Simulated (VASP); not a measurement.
Set up this calculation in VASP 6.6.1, as the native input.

```
Task                   : relaxation of cell and atoms
Functional             : PBEsol
Potentials or basis    : VASP PAW PBE potentials, release 64 (Ir)
Cutoff                 : 500 eV
k mesh                 : 10 × 10 × 10
Occupations            : gaussian, width 0.1 eV
Spin                   : no spin polarisation
Dipole correction      : no
Further INCAR settings : ALGO = Normal; EDIFF = 1e-07; IBRION = 2; EDIFFG = -0.05; NSW = 80; ISIF = 3
```

The structure of Ir lies in POSCAR:

```
Ir
1.0
    0.0000000000      1.8595169983      1.8595169983
    1.8595169983      0.0000000000      1.8595169983
    1.8595169983      1.8595169983      0.0000000000
Ir
1
Direct
    0.0000000000      0.0000000000      0.0000000000
```

The input as run:

INCAR

```
SYSTEM = Ir
PREC     = Accurate       ! precision mode
ENCUT    = 500            ! plane-wave cutoff, eV
EDIFF    = 1E-7           ! SCF threshold, eV
ISMEAR   = 0              ! smearing method
SIGMA    = 0.1            ! smearing width, eV
LREAL    = .FALSE.        ! projectors in reciprocal space
LASPH    = .TRUE.         ! aspherical terms in the spheres
NELM     = 120            ! most SCF steps
ALGO     = Normal         ! electronic algorithm
ISIF     = 3              ! what is computed and relaxed
LWAVE    = .FALSE.        ! write WAVECAR
LCHARG   = .FALSE.        ! write CHGCAR
GGA      = PS             ! functional
IBRION   = 2              ! ionic algorithm
NSW      = 80             ! ionic steps
EDIFFG   = -0.05          ! ionic threshold
GGA_COMPAT= .FALSE.      
NELMIN   = 4
```

KPOINTS

```
regular mesh
0
G
  10 10 10
  0 0 0
```

Potentials or basis: VASP PAW PBE potentials, release 64 (Ir).

Launch:

```bash
$ cat potpaw_PBE.64/Ir/POTCAR > POTCAR
$ mpirun -np 1 vasp_std > vasp.out
```

Results of the run:

* Relaxed volume: 14.08 Å³/atom
* Relaxed cell: a = 2.711 Å, b = 2.711 Å, c = 2.711 Å, α = 60.00°, β = 60.00°, γ = 60.00°
* Space group after relaxing (to 0.05 Å): Fm-3m (No. 225)
* Energy gained by relaxing: 156.0 meV/atom
* Ionic steps: 5
* Pressure after relaxing: 0.0 GPa

Caveat: the PAW data sets were made with another functional, which shifts forces and pressure a little.

It took 9.2 s on 1 thread of Intel(R) Xeon(R) 6975P-C (Granite Rapids) (shared host), peak memory 0.14 GiB.
